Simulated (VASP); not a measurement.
# Au (P6_3/mmc) in VASP: notebook

Runs on Au. Level: revPBE+D3(BJ). Tasks: single point.

Program: VASP 6.6.1. These are calculated values, not measurements. Logs are shortened: lines on timing, memory, paths and dates and some standing lists are left out, and cuts for length are marked.

## 1. The cell of the first run

The structure is hexagonal, space group P6_3/mmc (No. 194). The conventional cell has a = 2.919 Å, b = 2.919 Å, c = 4.912 Å, α = 90.00°, β = 90.00°, γ = 120.00°. Within 3.8 Å of Au (site symmetry -6m2) lie 12 Au at 2.92 to 2.98 Å.

This isn't the form of Au at room conditions, which is fcc.

## 2. Single point, revPBE+D3(BJ)

INCAR

```
SYSTEM = Au
PREC = Accurate
ENCUT = 500
EDIFF = 1E-6
ISMEAR = 1
SIGMA = 0.02
LREAL = .False.
LASPH = .True.
NELM = 120
ALGO = Normal
ISIF = 2
LWAVE = .False.
LCHARG = .False.
GGA = RE
IVDW = 12
NBANDS = 18
GGA_COMPAT = .False.
```

KPOINTS

```
regular mesh
0
Gamma
  9 9 5
  0 0 0
```

POSCAR

```
Au
1.0
    2.9192058577      0.0000000000      0.0000000000
   -1.4596029289      2.5281027364      0.0000000000
    0.0000000000      0.0000000000      4.9123188227
Au
2
Direct
    0.3333333333      0.6666666667      0.7500000000
    0.6666666667      0.3333333333      0.2500000000
```

Potentials or basis: VASP PAW PBE potentials, release 64 (Au).

Command:

```sh
$ cat potpaw_PBE.64/Au/POTCAR > POTCAR
$ mpirun -np 1 vasp_std > vasp.out
```

OUTCAR:

```text
SYSTEM = Au
   PREC = Accurate
   ENCUT = 500
   EDIFF = 1E-6
   ISMEAR = 1
   LREAL = .False.
   LASPH = .True.
   NELM = 120
   ISIF = 2
   GGA = RE
   IVDW = 12
 IVDW          = 12

 ion  position               nearest neighbor table
   1  0.333  0.667  0.750-   2 2.98   2 2.98   2 2.98   2 2.98   2 2.98   2 2.98
   2  0.667  0.333  0.250-   1 2.98   1 2.98   1 2.98   1 2.98   1 2.98   1 2.98

  LATTYP: Found a hexagonal cell.
 ALAT       =     2.9192058577
 C/A-ratio  =     1.6827586207

  Lattice vectors:

 A1 = (   2.9192058577,   0.0000000000,   0.0000000000)
 A2 = (  -1.4596029289,   2.5281027364,   0.0000000000)
 A3 = (   0.0000000000,   0.0000000000,   4.9123188227)

Analysis of symmetry for initial positions (statically):
=====================================================================
 Subroutine PRICEL returns:
 Original cell was already a primitive cell.

 Routine SETGRP: Setting up the symmetry group for a
 hexagonal supercell.

 Subroutine GETGRP returns: Found 24 space group operations
 (whereof 12 operations were pure point group operations)
 out of a pool of 24 trial point group operations.

The static configuration has the point symmetry D_3d.
 The point group associated with its full space group is D_6h.

Analysis of symmetry for dynamics (positions and initial velocities):
=====================================================================
 Subroutine PRICEL returns:
 Original cell was already a primitive cell.

 Routine SETGRP: Setting up the symmetry group for a
 hexagonal supercell.

 Subroutine GETGRP returns: Found 24 space group operations
 (whereof 12 operations were pure point group operations)
 out of a pool of 24 trial point group operations.

The dynamic configuration has the point symmetry D_3d.
 The point group associated with its full space group is D_6h.

 Subroutine INISYM returns: Found 24 space group operations
 (whereof 12 operations are pure point group operations),
 and found     1 'primitive' translations

----------------------------------------------------------------------------------------

                                     Primitive cell

  volume of cell :      36.2532

  direct lattice vectors                    reciprocal lattice vectors
     2.919205858  0.000000000  0.000000000     0.342558918  0.197776773  0.000000000
    -1.459602929  2.528102736  0.000000000     0.000000000  0.395553545  0.000000000
     0.000000000  0.000000000  4.912318823     0.000000000  0.000000000  0.203569849

  length of vectors
     2.919205858  2.919202658  4.912318823     0.395553112  0.395553545  0.203569849

  position of ions in fractional coordinates (direct lattice)
     0.333333333  0.666666667  0.750000000
     0.666666667  0.333333333  0.250000000

  ion indices of the primitive-cell ions
   primitive index   ion index
                 1           1
                 2           2

----------------------------------------------------------------------------------------

 KPOINTS: regular mesh

Automatic generation of k-mesh.
 Grid dimensions read from file:
 generate k-points for:    9    9    5

 Generating k-lattice:

  Cartesian coordinates                     Fractional coordinates (reciprocal lattice)
     0.038062102  0.021975197  0.000000000     0.111111111  0.000000000  0.000000000
     0.000000000  0.043950394  0.000000000     0.000000000  0.111111111  0.000000000
     0.000000000  0.000000000  0.040713970     0.000000000  0.000000000  0.200000000

  Length of vectors
     0.043950346  0.043950394  0.040713970

  Shift w.r.t. Gamma in fractional coordinates (k-lattice)
     0.000000000  0.000000000  0.000000000

 Subroutine IBZKPT returns following result:
 ===========================================

 Found     36 irreducible k-points:

 Following reciprocal coordinates:
            Coordinates               Weight
  0.000000  0.000000  0.000000      1.000000
  0.111111  0.000000  0.000000      6.000000
  0.222222  0.000000  0.000000      6.000000
  0.333333  0.000000  0.000000      6.000000
  0.444444  0.000000  0.000000      6.000000
  0.111111  0.111111  0.000000      6.000000
[... 16 lines left out ...]
  0.333333  0.222222  0.200000     24.000000
  0.333333  0.333333  0.200000      4.000000
 [... further k-points ...]
   k-points           NKPTS =     36   k-points in BZ     NKDIM =     36   number of bands    NBANDS=     18
   number of dos      NEDOS =    301   number of ions     NIONS =      2
   total plane-waves  NPLWV =  20736
   dimension x,y,z NGX =    24 NGY =   24 NGZ =   36
   dimension x,y,z NGXF=    48 NGYF=   48 NGZF=   72
   ions per type =               2
   NGX,Y,Z   is equivalent  to a cutoff of  13.67, 13.67, 12.18 a.u.
   NGXF,Y,Z  is equivalent  to a cutoff of  27.34, 27.34, 24.37 a.u.
 SYSTEM =  Au
   PREC   = accura    normal or accurate (medium, high low for compatibility)
   ISTART =      0    job   : 0-new  1-cont  2-samecut
   ICHARG =      2    charge: 1-file 2-atom 10-const
   ISPIN  =      1    spin polarized calculation?
   LNONCOLLINEAR =      F non collinear calculations
   LSORBIT =      F    spin-orbit coupling
   LASPH  =      T    aspherical Exc in radial PAW
   ENCUT  =  500.0 eV  36.75 Ry    6.06 a.u.   5.32  5.32  8.96*2*pi/ulx,y,z
   NELM   =    120;   NELMIN=  2; NELMDL= -5     # of ELM steps
   EDIFF  = 0.1E-05   stopping-criterion for ELM
   LREAL  =      F    real-space projection
   EDIFFG = 0.1E-04   stopping-criterion for IOM
   NSW    =      0    number of steps for IOM
   IBRION =     -1    ionic relax: 0-MD 1-quasi-New 2-CG
   NFREE  =      0    steps in history (QN), initial steepest desc. (CG)
   ISIF   =      2    stress and relaxation
   ISYM   =      2    0-nonsym 1-usesym 2-fastsym
   POTIM  = 0.5000    time-step for ionic-motion
   TEBEG  =    0.0;   TEEND  =   0.0 temperature during run
   PSTRESS=    0.0 pullay stress
   NELECT =      22.0000    total number of electrons
   NUPDOWN=      -1.0000    fix difference up-down
   EMIN   =  10.00;   EMAX   =-10.00  energy-range for DOS
   EFERMI =   0.00;   METHOD = LEGACY
   ISMEAR =     1;   SIGMA  =   0.02  broadening in eV -4-tet -1-fermi 0-gaus
   EFERMI_NEDOS =   21; number of points for ismear=-14 and -15
   IALGO  =     38    algorithm
   IMIX   =      4    mixing-type and parameters
     AMIX     =   0.40;   BMIX     =  1.00
     AMIX_MAG =   1.60;   BMIX_MAG =  1.00
  volume/ion in A,a.u.               =      18.13       122.32
  Fermi-wavevector in a.u.,A,eV,Ry     =   1.386012  2.619183 26.137199  1.921030
  Thomas-Fermi vector in A             =   2.510368
   LORBIT       =      0    0 simple, 1 ext, 2 COOP (PROOUT), +10 PAW based schemes
   GGA     = RE    functional components
   LHFCALC =     F    Hartree Fock is set to
   AEXX    =    0.0000 exact exchange contribution
   IVDW    =    12    specifies the selected vdW correction
   LEPSILON=     F    determine dielectric tensor
   LRPA    =     F    only Hartree local field effects (RPA)
 non-spin polarized calculation
 Methfessel and Paxton  Order N= 1 SIGMA  =   0.02
  energy-cutoff  :      500.00
  volume of cell :       36.25
 maximum number of plane-waves:       933
 NGX is ok and might be reduce to    24
   NGX = 11   NGY = 11   NGZ = 17

 number of electron      21.9999998 magnetization

 Free energy of the ion-electron system (eV)
  ---------------------------------------------------
  ext. energy  EPLUGINS =         0.00000000
  ---------------------------------------------------
  free energy    TOTEN  =        -5.50786225 eV

  energy without entropy =       -5.50782723  energy(sigma->0) =       -5.50785058

 E-fermi :   8.4237     XC(G=0): -12.2818

 val. band max:        8.4117979898   @ k =   0.1111   0.1111   0.2000
 cond. band min:       8.7021510674   @ k =   0.2222   0.0000   0.2000
 fundamental gap:      0.2903530776
 Fermi energy:         8.4236500064

 k-point     1 :       0.0000    0.0000    0.0000
  band No.  band energies     occupation
      1      -0.6387      2.00000
      2       1.7063      2.00000
      3       4.0052      2.00000
      4       4.2770      2.00000
      5       4.2770      2.00000
      6       4.5522      2.00000
[... 10 lines left out ...]
     17      26.4996      0.00000
     18      26.4996      0.00000

 k-point     2 :       0.1111    0.0000    0.0000
  band No.  band energies     occupation
      1      -0.2712      2.00000
      2       1.9981      2.00000
      3       3.8908      2.00000
      4       4.3483      2.00000
      5       4.4730      2.00000
      6       4.5128      2.00000
[... 10 lines left out ...]
     17      24.8589      0.00000
     18      26.3274      0.00000

 k-point     3 :       0.2222    0.0000    0.0000
  band No.  band energies     occupation
      1       0.7175      2.00000
      2       2.5453      2.00000
      3       3.7706      2.00000
      4       3.9615      2.00000
      5       4.1456      2.00000
      6       4.7618      2.00000
[... 10 lines left out ...]
     17      25.0221      0.00000
     18      25.4983      0.00000

 k-point     4 :       0.3333    0.0000    0.0000
  band No.  band energies     occupation
      1       1.7929      2.00000
      2       2.4860      2.00000
      3       3.1715      2.00000
      4       4.1494      2.00000
      5       4.4188      2.00000
      6       4.4838      2.00000
[... 10 lines left out ...]
     17      22.0444      0.00000
     18      24.3548      0.00000

 k-point     5 :       0.4444    0.0000    0.0000
  band No.  band energies     occupation
      1       2.1815      2.00000
      2       2.2686      2.00000
      3       2.7598      2.00000
      4       4.3204      2.00000
      5       4.4692      2.00000
      6       4.6120      2.00000
[... 10 lines left out ...]
     17      20.1894      0.00000
     18      23.4264      0.00000

 k-point     6 :       0.1111    0.1111    0.0000
  band No.  band energies     occupation
      1       0.4185      2.00000
      2       2.4816      2.00000
      3       3.6578      2.00000
      4       4.2621      2.00000
      5       4.2927      2.00000
      6       4.5868      2.00000
[... 10 lines left out ...]
     17      25.3750      0.00000
     18      25.8555      0.00000

 k-point     7 :       0.2222    0.1111    0.0000
  band No.  band energies     occupation
      1       1.5537      2.00000
      2       2.8286      2.00000
      3       3.4819      2.00000
      4       3.6498      2.00000
      5       4.1909      2.00000
      6       4.3554      2.00000
[... 10 lines left out ...]
     17      23.4822      0.00000
     18      24.6799      0.00000

 k-point     8 :       0.3333    0.1111    0.0000
  band No.  band energies     occupation
      1       2.3367      2.00000
      2       2.5770      2.00000
      3       2.9352      2.00000
      4       4.2172      2.00000
      5       4.2757      2.00000
      6       4.5830      2.00000
[... 10 lines left out ...]
     17      21.1868      0.00000
     18      23.3633      0.00000
[... 229 lines left out ...]
     17      23.3916      0.00000
     18      24.8744      0.00000

 k-point    20 :       0.3333    0.1111    0.2000
  band No.  band energies     occupation
      1       2.1992      2.00000
      2       2.6573      2.00000
      3       3.1952      2.00000
      4       3.5783      2.00000
      5       4.3200      2.00000
      6       4.8022      2.00000
[... 10 lines left out ...]
     17      22.1388      0.00000
     18      22.7643      0.00000

 k-point    21 :       0.4444    0.1111    0.2000
  band No.  band energies     occupation
      1       2.1907      2.00000
      2       2.5164      2.00000
      3       3.2093      2.00000
      4       3.5675      2.00000
      5       4.1923      2.00000
      6       5.0211      2.00000
[... 10 lines left out ...]
     17      20.6704      0.00000
     18      22.1081      0.00000

 k-point    22 :       0.2222    0.2222    0.2000
  band No.  band energies     occupation
      1       2.5803      2.00000
      2       2.9310      2.00000
      3       3.3458      2.00000
      4       3.5229      2.00000
      5       4.2775      2.00000
      6       4.3845      2.00000
[... 10 lines left out ...]
     17      20.9618      0.00000
     18      23.9423      0.00000

 k-point    23 :       0.3333    0.2222    0.2000
  band No.  band energies     occupation
      1       2.6623      2.00000
      2       3.1000      2.00000
      3       3.2995      2.00000
      4       3.6025      2.00000
      5       4.0666      2.00000
      6       4.6691      2.00000
[... 10 lines left out ...]
     17      20.0461      0.00000
     18      21.8521      0.00000

 k-point    24 :       0.3333    0.3333    0.2000
  band No.  band energies     occupation
      1       3.0084      2.00000
      2       3.2285      2.00000
      3       3.2285      2.00000
      4       3.8443      2.00000
      5       4.1983      2.00000
      6       4.1983      2.00000
[... 10 lines left out ...]
     17      21.1704      0.00000
     18      21.1704      0.00000

 [... further k-points ...]

------------------------ aborting loop because EDIFF is reached ----------------------------------------

 Edisp (eV)   -2.36582

 E8    (eV) :    -1.6778

  FORCE on cell =-STRESS in cart. coord.  units (eV):
  Direction    XX          YY          ZZ          XY          YZ          ZX
  --------------------------------------------------------------------------------------
  -------------------------------------------------------------------------------------
  Total      -2.09261    -2.09261    -2.27294     0.00000     0.00000     0.00000
  in kB     -92.48128   -92.48101  -100.45072     0.00000     0.00000     0.00000
  external pressure =      -95.14 kB  Pullay stress =        0.00 kB

 VOLUME and BASIS-vectors are now :
 -----------------------------------------------------------------------------
  energy-cutoff  :      500.00
  volume of cell :       36.25
      direct lattice vectors                 reciprocal lattice vectors
     2.919205858  0.000000000  0.000000000     0.342558918  0.197776773  0.000000000
    -1.459602929  2.528102736  0.000000000     0.000000000  0.395553545  0.000000000
     0.000000000  0.000000000  4.912318823     0.000000000  0.000000000  0.203569849

 POSITION                                       TOTAL-FORCE (eV/Angst)
 -----------------------------------------------------------------------------------
     -0.00000      1.68540      3.68424         0.000000      0.000000      0.000000
      1.45960      0.84270      1.22808        -0.000000     -0.000000      0.000000
 -----------------------------------------------------------------------------------
    total drift:                               -0.000000      0.000000     -0.000000

  FREE ENERGIE OF THE ION-ELECTRON SYSTEM (eV)
  ---------------------------------------------------
  free  energy   TOTEN  =        -7.8736826893 eV

  energy  without entropy=       -7.8736476673  energy(sigma->0) =       -7.87367102
```

It took 9.4 s on 1 thread of Intel Xeon 6975P-C (Granite Rapids), shared host; peak memory 0.17 GiB.

Results:

* Free energy: -7.8737 eV
* Pressure: -9.5 GPa
* Band gap on the k mesh: zero (bands 11 and 12 overlap by 5.90 eV)
* Dispersion energy per atom: -1.183 eV

Caveat: three body term missing; the cell stands under tension; the PAW data sets were made with another functional, which shifts forces and pressure a little; spin-orbit coupling is left out, which moves the levels of the heavy elements.

[end of part 1 of 2]
